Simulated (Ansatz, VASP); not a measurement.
NaCl: VASP beside Ansatz

Contents of INCAR:

```
PREC = Accurate ; ENCUT = 520
EDIFF = 1E-6 ; ISMEAR = 0
SIGMA = 0.05 ; LREAL = False
LASPH = True ; NELM = 80
ALGO = Normal ; ISIF = 2
LWAVE = False ; LCHARG = True
GGA = CA ; LELF = True
LVHAR = True ; NBANDS = 14
```

KPOINTS

```
regular mesh
0
Gamma
  6 6 6
```

POSCAR

```
NaCl
1.0
    3.5021900000      0.0000000000      0.0000000000
    0.0000000000      3.5021900000      0.0000000000
    0.0000000000      0.0000000000      3.5021900000
Na Cl
1 1
Direct
    0.0000000000      0.0000000000      0.0000000000
    0.4711505381      0.4711505381      0.4711505381
```

Input for Ansatz:

```yaml
crystal:
  lattice:
    - [3.50219, 0.0, 0.0]
    - [0.0, 3.50219, 0.0]
    - [0.0, 0.0, 3.50219]
  atoms:
    - { symbol: Na, position: [0.0, 0.0, 0.0] }
    - { symbol: Cl, position: [0.4711505381, 0.4711505381, 0.4711505381] }
basis:
  ecutwfc: 420
kpoints:
  mp_grid: { grid: [6, 6, 6] }
hamiltonian:
  xc: lda
scf:
  occupations: { method: gaussian, width: 0.05 }
output:
  forces: true
  stress: true
  eigenvalues: true
```

Change from the starting cell: all Cl atoms moved +0.175 Å, as atom 2 towards its neighbour atom 1 (Na) at 3.033 Å.

Alike in both runs: task single point; functional LDA; k mesh 6 × 6 × 6; occupations gaussian, width 0.05 eV; no spin polarisation.

|  | VASP | Ansatz |
| --- | --- | --- |
| version | VASP 6.6.1 | Ansatz 0.2.0 |
| potentials or method | VASP PAW LDA potentials, release 64 (Na_pv, Cl), cutoff 520 eV | scalar-relativistic, plane waves, PAW |
| valence electrons in the cell | 14 | 16 |

```tsv
	VASP	Ansatz	Ansatz less VASP
gap on the k mesh at the Fermi level (eV)	3.62	3.62	-0.007
least direct gap on the mesh (eV)	4.13	4.12	-0.007
pressure (GPa)	-2.9	-2.9	+0.01
traceless stress, the component that is largest in VASP (GPa)	0.14	0.14	-0.001
rms of the force components (eV/Å)	0.019	0.018	-0.0008
```

LDA's correlation is that of Perdew and Zunger in VASP and of Perdew and Wang (1992) in Ansatz. Atom by atom the forces differ by 0.001 eV/Å (rms over components). VASP's potentials hold 14 valence electrons a cell and Ansatz's 16, so a difference there can come from the potentials and not from the codes.
